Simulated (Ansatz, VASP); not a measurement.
**C: VASP beside Ansatz**

File INCAR:

```
PREC     = Accurate       # precision mode
ENCUT    = 520            # plane-wave cutoff, eV
EDIFF    = 1E-6           # SCF threshold, eV
ISMEAR   = 0              # smearing method
SIGMA    = 0.05           # smearing width, eV
LREAL    = False          # projectors in reciprocal space
LASPH    = True           # aspherical terms in the spheres
NELM     = 60             # most SCF steps
ALGO     = Normal         # electronic algorithm
ISIF     = 2              # what is computed and relaxed
LWAVE    = False          # write WAVECAR
LCHARG   = False          # write CHGCAR
NBANDS   = 26             # bands
```

File KPOINTS:

```
Automatic mesh
0
Gamma
  6 6 6
```

POSCAR

```
C
1.0
   -2.4103983044      2.4103983044      2.4103983044
    2.4103983044     -2.4103983044      2.4103983044
    2.4103983044      2.4103983044     -2.4103983044
C
8
Direct
    0.3254710843      0.0000000000      0.0000000000
    0.6745289157      0.6745289157      0.6745289157
    0.0000000000      0.3254710843      0.0000000000
    0.0000000000      0.0000000000      0.3254710843
    0.0000000000      0.6745289157      0.0000000000
    0.3254710843      0.3254710843      0.3254710843
    0.6745289157      0.0000000000      0.0000000000
    0.0000000000      0.0000000000      0.6745289157
```

Input for Ansatz:

```yaml
crystal:
  lattice:
    - [-2.4103983044, 2.4103983044, 2.4103983044]
    - [2.4103983044, -2.4103983044, 2.4103983044]
    - [2.4103983044, 2.4103983044, -2.4103983044]
  atoms:
    - { symbol: C, position: [0.3254710843, 0.0, 0.0] }
    - { symbol: C, position: [0.6745289157, 0.6745289157, 0.6745289157] }
    - { symbol: C, position: [0.0, 0.3254710843, 0.0] }
    - { symbol: C, position: [0.0, 0.0, 0.3254710843] }
    - { symbol: C, position: [0.0, 0.6745289157, 0.0] }
    - { symbol: C, position: [0.3254710843, 0.3254710843, 0.3254710843] }
    - { symbol: C, position: [0.6745289157, 0.0, 0.0] }
    - { symbol: C, position: [0.0, 0.0, 0.6745289157] }
basis:
  ecutwfc: 420
kpoints:
  mp_grid: { grid: [6, 6, 6] }
hamiltonian:
  xc: lda
scf:
  occupations: { method: gaussian, width: 0.05 }
output:
  forces: true
  stress: true
  eigenvalues: true
  write_density: true
  write_potential: true
  elf: true
  volumetric_format: npy
```

Alike in both runs: task single point; functional LDA; k mesh 6 × 6 × 6; occupations gaussian, width 0.05 eV; no spin polarisation.

```csv
,VASP,Ansatz
version,VASP 6.6.1,Ansatz 0.2.0
potentials or method,"VASP PAW LDA potentials, release 64 (C), cutoff 520 eV","scalar-relativistic, plane waves, PAW"
valence electrons in the cell,32,32
```

```csv
,VASP,Ansatz,Ansatz less VASP
gap on the k mesh at the Fermi level (eV),2.90,2.91,+0.008
least direct gap on the mesh (eV),3.82,3.84,+0.021
pressure (GPa),1.1,0.0,-1.08
rms of the force components (eV/Å),0.029,0.001,-0.0280
```

LDA's correlation is that of Perdew and Zunger in VASP and of Perdew and Wang (1992) in Ansatz. Atom by atom the forces differ by 0.029 eV/Å (rms over components).
